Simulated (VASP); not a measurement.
# Sr18Mg in VASP: single point with PBE

Aim: the single point of Sr18Mg with PBE.

Everything below comes from runs of VASP 6.6.1. Logs are shortened: lines on timing, memory, paths and dates and some standing lists are left out, and cuts for length are marked.

## Step 1: The cell of the first run

The cell holds a slab with vacuum, 19 atoms: a = 18.240 Å, b = 8.598 Å, c = 16.299 Å, α = 90.00°, β = 90.00°, γ = 90.00°.

## Step 2: Single point, PBE

INCAR reads:

```
ALGO = Normal ; EDIFF = 1E-6
ENCUT = 520 ; GGA = PE
ISIF = 2 ; ISMEAR = -1
LASPH = True ; LCHARG = False
LREAL = Auto ; LWAVE = False
NBANDS = 106 ; NELM = 60
PREC = Accurate ; SIGMA = 0.1
```

KPOINTS reads:

```
k-points
0
Gamma
  1 2 1
```

POSCAR reads:

```
Sr18Mg
1.0
   18.2400000000      0.0000000000      0.0000000000
    0.0000000000      8.5984180000      0.0000000000
    0.0000000000      0.0000000000     16.2992090000
Sr Mg
18 1
Direct
    0.0000000000      0.0000000000      0.0613526705
    0.3333333333      0.0000000000      0.0613526705
    0.6666666667      0.0000000000      0.0613526705
    0.0000000000      0.4999989533      0.0613526705
    0.3333333333      0.4999989533      0.0613526705
    0.6666666667      0.4999989533      0.0613526705
    0.1726535088      0.2793537137      0.1879907178
    0.5013377193      0.2631995793      0.1719838061
    0.8262664474      0.2650254966      0.2005680153
    0.1602412281      0.7683041229      0.1939112505
    0.4998793860      0.7680598919      0.1854139057
    0.8140625000      0.7707813228      0.1906656943
    0.0167050439     -0.0257605527      0.3140152384
    0.3314692982      0.0229228214      0.3028122408
    0.6454495614      0.0203060610      0.3259237918
   -0.0176480263      0.5062791783      0.3173957706
    0.3376809211      0.5126059236      0.3275619081
    0.6612609649      0.5550672228      0.3198498774
    0.4326918860      0.7687111745      0.4661698614
```

Potentials or basis: VASP PAW PBE potentials, release 64 (Sr_sv, Mg).

Started as:

```sh
$ cat potpaw_PBE.64/Sr_sv/POTCAR potpaw_PBE.64/Mg/POTCAR > POTCAR
$ mpirun -np 1 vasp_std > vasp.out
```

OUTCAR:

```text
EDIFF = 1E-6
   ENCUT = 520
   GGA = PE
   ISIF = 2
   ISMEAR = -1
   LASPH = True
   LREAL = Auto
   NELM = 60
   PREC = Accurate

 ion  position               nearest neighbor table
   1  0.000  0.000  0.061-  13 4.14  10 4.14   4 4.30   4 4.30  12 4.45   7 4.47   9 4.51
   2  0.333  0.000  0.061-  14 3.94  11 4.16   8 4.21   5 4.30   5 4.30  10 4.31   7 4.32
   3  0.667  0.000  0.061-  12 3.94  11 4.16   8 4.18   6 4.30   6 4.30  15 4.33   9 4.34
   4  0.000  0.500  0.061-  16 4.19   7 4.22   1 4.30   1 4.30  10 4.31   9 4.39  12 4.62
   5  0.333  0.500  0.061-   7 4.06   8 4.10   2 4.30   2 4.30  11 4.32  17 4.34  10 4.47
   6  0.667  0.500  0.061-   8 4.06  12 4.13   9 4.21  18 4.24   3 4.30   3 4.30  11 4.32
   7  0.173  0.279  0.188-   5 4.06  14 4.09  10 4.21   4 4.22  17 4.27   2 4.32  13 4.38  10 4.40
                             1 4.47  16 4.51
   8  0.501  0.263  0.172-   6 4.06   5 4.10   3 4.18  15 4.19   2 4.21  11 4.26  14 4.29  11 4.35
                            17 4.47  18 4.54
   9  0.826  0.265  0.201-  16 4.00   6 4.21  12 4.26   3 4.34  12 4.36  18 4.37   4 4.39  15 4.41
                             1 4.51  13 4.66
  10  0.160  0.768  0.194-  13 3.72   1 4.14  14 4.21   7 4.21   4 4.31   2 4.31   7 4.40  16 4.43
                             5 4.47  17 4.48
  11  0.500  0.768  0.185-  18 4.10  15 4.12   2 4.16   3 4.16  14 4.23   8 4.26   5 4.32   6 4.32
                             8 4.35  17 4.35
  12  0.814  0.771  0.191-   3 3.94  18 3.95   6 4.13   9 4.26  16 4.34  15 4.35   9 4.36   1 4.45
                            13 4.56   4 4.62
  13  0.017  0.974  0.314-  10 3.72  16 4.07   1 4.14   7 4.38  12 4.56  16 4.62   9 4.66
  14  0.331  0.023  0.303-  19 3.91   2 3.94   7 4.09  10 4.21  11 4.23  17 4.23   8 4.29  17 4.41

  15  0.645  0.020  0.326-  18 4.01  11 4.12   8 4.19   3 4.33  12 4.35   9 4.41  18 4.61
  16  0.982  0.506  0.317-   9 4.00  13 4.07   4 4.19  12 4.34  10 4.43   7 4.51  13 4.62
  17  0.338  0.513  0.328-  19 3.60  14 4.23   7 4.27   5 4.34  11 4.35  14 4.41   8 4.47  10 4.48

  18  0.661  0.555  0.320-  12 3.95  15 4.01  11 4.10   6 4.24   9 4.37   8 4.54  15 4.61
  19  0.433  0.769  0.466-  17 3.60  14 3.91

  LATTYP: Found a simple orthorhombic cell.
 ALAT       =     8.5984180000
 B/A-ratio  =     1.8956055637
 C/A-ratio  =     2.1213204569

  Lattice vectors:

 A1 = (   0.0000000000,   8.5984180000,   0.0000000000)
 A2 = (   0.0000000000,   0.0000000000,  16.2992090000)
 A3 = (  18.2400000000,   0.0000000000,   0.0000000000)

Analysis of symmetry for initial positions (statically):
=====================================================================
 Subroutine PRICEL returns:
 Original cell was already a primitive cell.

 Routine SETGRP: Setting up the symmetry group for a
 simple orthorhombic supercell.

 Subroutine GETGRP returns: Found  1 space group operations
 (whereof  1 operations were pure point group operations)
 out of a pool of  8 trial point group operations.

The static configuration has the point symmetry C_1 .

Analysis of symmetry for dynamics (positions and initial velocities):
=====================================================================
 Subroutine PRICEL returns:
 Original cell was already a primitive cell.

 Routine SETGRP: Setting up the symmetry group for a
 simple orthorhombic supercell.

 Subroutine GETGRP returns: Found  1 space group operations
 (whereof  1 operations were pure point group operations)
 out of a pool of  8 trial point group operations.

The dynamic configuration has the point symmetry C_1 .

 Subroutine INISYM returns: Found  1 space group operations
 (whereof  1 operations are pure point group operations),
 and found     1 'primitive' translations

----------------------------------------------------------------------------------------

                                     Primitive cell

  volume of cell :    2556.2888

  direct lattice vectors                    reciprocal lattice vectors
    18.240000000  0.000000000  0.000000000     0.054824561  0.000000000  0.000000000
     0.000000000  8.598418000  0.000000000     0.000000000  0.116300464  0.000000000
     0.000000000  0.000000000 16.299209000     0.000000000  0.000000000  0.061352671

  length of vectors
    18.240000000  8.598418000 16.299209000     0.054824561  0.116300464  0.061352671

  position of ions in fractional coordinates (direct lattice)
     0.000000000  0.000000000  0.061352670
     0.333333333  0.000000000  0.061352670
     0.666666667  0.000000000  0.061352670
     0.000000000  0.499998953  0.061352670
     0.333333333  0.499998953  0.061352670
     0.666666667  0.499998953  0.061352670
[... 11 lines left out ...]
     0.661260965  0.555067223  0.319849877
     0.432691886  0.768711174  0.466169861

  ion indices of the primitive-cell ions
   primitive index   ion index
                 1           1
                 2           2
                 3           3
                 4           4
                 5           5
                 6           6
[... 11 lines left out ...]
                18          18
                19          19

----------------------------------------------------------------------------------------

 KPOINTS: k-points

Automatic generation of k-mesh.
 Grid dimensions read from file:
 generate k-points for:    1    2    1

 Generating k-lattice:

  Cartesian coordinates                     Fractional coordinates (reciprocal lattice)
     0.054824561  0.000000000  0.000000000     1.000000000  0.000000000  0.000000000
     0.000000000  0.058150232  0.000000000     0.000000000  0.500000000  0.000000000
     0.000000000  0.000000000  0.061352671     0.000000000  0.000000000  1.000000000

  Length of vectors
     0.054824561  0.058150232  0.061352671

  Shift w.r.t. Gamma in fractional coordinates (k-lattice)
     0.000000000  0.000000000  0.000000000

 Subroutine IBZKPT returns following result:
 ===========================================

 Found      2 irreducible k-points:

 Following reciprocal coordinates:
            Coordinates               Weight
  0.000000  0.000000  0.000000      1.000000
  0.000000  0.500000  0.000000      1.000000
   k-points           NKPTS =      2   k-points in BZ     NKDIM =      2   number of bands    NBANDS=    106
   number of dos      NEDOS =    301   number of ions     NIONS =     19
   total plane-waves  NPLWV = ******
   dimension x,y,z NGX =   140 NGY =   64 NGZ =  126
   dimension x,y,z NGXF=   280 NGYF=  128 NGZF=  252
   ions per type =              18   1
   NGX,Y,Z   is equivalent  to a cutoff of  12.76, 12.37, 12.85 a.u.
   NGXF,Y,Z  is equivalent  to a cutoff of  25.52, 24.75, 25.70 a.u.
 SYSTEM =  unknown system
   PREC   = accura    normal or accurate (medium, high low for compatibility)
   ISTART =      0    job   : 0-new  1-cont  2-samecut
   ICHARG =      2    charge: 1-file 2-atom 10-const
   ISPIN  =      1    spin polarized calculation?
   LNONCOLLINEAR =      F non collinear calculations
   LSORBIT =      F    spin-orbit coupling
   LASPH  =      T    aspherical Exc in radial PAW
   ENCUT  =  520.0 eV  38.22 Ry    6.18 a.u.  33.91 15.99 30.31*2*pi/ulx,y,z
   NELM   =     60;   NELMIN=  2; NELMDL= -5     # of ELM steps
   EDIFF  = 0.1E-05   stopping-criterion for ELM
   LREAL  =      T    real-space projection
   EDIFFG = 0.1E-04   stopping-criterion for IOM
   NSW    =      0    number of steps for IOM
   IBRION =     -1    ionic relax: 0-MD 1-quasi-New 2-CG
   NFREE  =      0    steps in history (QN), initial steepest desc. (CG)
   ISIF   =      2    stress and relaxation
   ISYM   =      2    0-nonsym 1-usesym 2-fastsym
   POTIM  = 0.5000    time-step for ionic-motion
   TEBEG  =    0.0;   TEEND  =   0.0 temperature during run
   PSTRESS=    0.0 pullay stress
   NELECT =     182.0000    total number of electrons
   NUPDOWN=      -1.0000    fix difference up-down
   EMIN   =  10.00;   EMAX   =-10.00  energy-range for DOS
   EFERMI =   0.00;   METHOD = LEGACY
   ISMEAR =    -1;   SIGMA  =   0.10  broadening in eV -4-tet -1-fermi 0-gaus
   EFERMI_NEDOS =   21; number of points for ismear=-14 and -15
   IALGO  =     38    algorithm
   IMIX   =      4    mixing-type and parameters
     AMIX     =   0.40;   BMIX     =  1.00
     AMIX_MAG =   1.60;   BMIX_MAG =  1.00
  volume/ion in A,a.u.               =     134.54       907.93
  Fermi-wavevector in a.u.,A,eV,Ry     =   0.678519  1.282215  6.263959  0.460388
  Thomas-Fermi vector in A             =   1.756446
   LORBIT       =      0    0 simple, 1 ext, 2 COOP (PROOUT), +10 PAW based schemes
   GGA     = PE    functional components
   LHFCALC =     F    Hartree Fock is set to
   AEXX    =    0.0000 exact exchange contribution
   IVDW    =     0    specifies the selected vdW correction
   LEPSILON=     F    determine dielectric tensor
   LRPA    =     F    only Hartree local field effects (RPA)
 non-spin polarized calculation
  energy-cutoff  :      520.00
  volume of cell :     2556.29
 maximum number of plane-waves:     68900
 NGX is ok and might be reduce to   140
   NGX = 67   NGY = 31   NGZ = 61

 number of electron     182.0000000 magnetization

 Free energy of the ion-electron system (eV)
  ---------------------------------------------------
  ext. energy  EPLUGINS =         0.00000000
  ---------------------------------------------------
  free energy    TOTEN  =       -22.66126234 eV

  energy without entropy =      -21.76494800  energy(sigma->0) =      -22.21310517

 E-fermi :  -0.7723     XC(G=0):  -4.0378

 val. band max:       -0.7734822382   @ k =   0.0000   0.5000   0.0000
 cond. band min:      -0.7720041854   @ k =   0.0000   0.0000   0.0000
 fundamental gap:      0.0014780528
 Fermi energy:        -0.7722848821

 k-point     1 :       0.0000    0.0000    0.0000
  band No.  band energies     occupation
      1     -38.1399      2.00000
      2     -38.1344      2.00000
      3     -38.1013      2.00000
      4     -38.0735      2.00000
      5     -38.0733      2.00000
      6     -38.0506      2.00000
[... 95 lines left out ...]
    102      -0.3633      0.03293
    103      -0.3024      0.01804

 k-point     2 :       0.0000    0.5000    0.0000
  band No.  band energies     occupation
      1     -38.1390      2.00000
      2     -38.1353      2.00000
      3     -38.1012      2.00000
      4     -38.0734      2.00000
      5     -38.0734      2.00000
      6     -38.0506      2.00000
[... 95 lines left out ...]
    102      -0.2636      0.01227
    103      -0.2532      0.01107
 [bands above 103 left out]

------------------------ aborting loop because EDIFF is reached ----------------------------------------

  FORCE on cell =-STRESS in cart. coord.  units (eV):
  Direction    XX          YY          ZZ          XY          YZ          ZX
  --------------------------------------------------------------------------------------
  -------------------------------------------------------------------------------------
  Total       -7.6472043     -0.7368231     -1.6254394     -0.0553710     -0.1762172      1.1016048
  in kB       -4.7929551     -0.4618106     -1.0187590     -0.0347043     -0.1104458      0.6904409
  external PRESSURE =      -2.0911749 kB  Pullay stress =       0.0000000 kB

 VOLUME and BASIS-vectors are now :
 -----------------------------------------------------------------------------
  energy-cutoff  :      520.00
  volume of cell :     2556.29
      direct lattice vectors                 reciprocal lattice vectors
    18.240000000  0.000000000  0.000000000     0.054824561  0.000000000  0.000000000
     0.000000000  8.598418000  0.000000000     0.000000000  0.116300464  0.000000000
     0.000000000  0.000000000 16.299209000     0.000000000  0.000000000  0.061352671

 POSITION                                       TOTAL-FORCE (eV/Angst)
 -----------------------------------------------------------------------------------
      0.00000      0.00000      1.00000        -0.104477      0.084892      0.107579
      6.08000      0.00000      1.00000        -0.078671      0.016078     -0.169114
     12.16000      0.00000      1.00000        -0.043840      0.092187     -0.007060
      0.00000      4.29920      1.00000        -0.111336      0.093761      0.129032
      6.08000      4.29920      1.00000        -0.024580      0.150663      0.079876
     12.16000      4.29920      1.00000         0.020882      0.066812     -0.027056
[... 11 lines left out ...]
     12.06140      4.77270      5.21330        -0.162665     -0.414443      0.045000
      7.89230      6.60970      7.59820         0.208132      0.109732     -0.271890
 -----------------------------------------------------------------------------------
    total drift:                                0.000095     -0.001863      0.001861

  FREE ENERGIE OF THE ION-ELECTRON SYSTEM (eV)
  ---------------------------------------------------
  free  energy   TOTEN  =       -22.6612623428 eV

  energy  without entropy=      -21.7649479995  energy(sigma->0) =      -22.21310517
```

Wall time 50 min (1 thread of Intel Xeon 8259CL, shared host); peak memory 1.9 GiB.

Results:

```yaml
Free_energy: -22.6613 eV
Largest_force: 0.637 eV/Å
```

Forces in eV/Å, atoms in the order of the input:
```
Sr  -0.104  0.085  0.108
Sr  -0.079  0.016 -0.169
Sr  -0.044  0.092 -0.007
Sr  -0.111  0.094  0.129
Sr  -0.025  0.151  0.080
Sr   0.021  0.067 -0.027
Sr  -0.249 -0.203  0.046
Sr  -0.063  0.030  0.235
Sr  -0.053 -0.148 -0.107
Sr   0.399 -0.318 -0.254
Sr  -0.085 -0.116  0.088
Sr   0.472 -0.043  0.048
Sr  -0.374  0.504  0.110
Sr   0.115 -0.164  0.266
Sr  -0.033  0.230 -0.052
Sr   0.167 -0.081 -0.058
Sr   0.000  0.110 -0.207
Sr  -0.163 -0.414  0.045
Mg   0.208  0.110 -0.272
```

Caveat: the k points lie up to 0.37 Å⁻¹ apart; there is no dipole correction, which matters where the two faces differ.
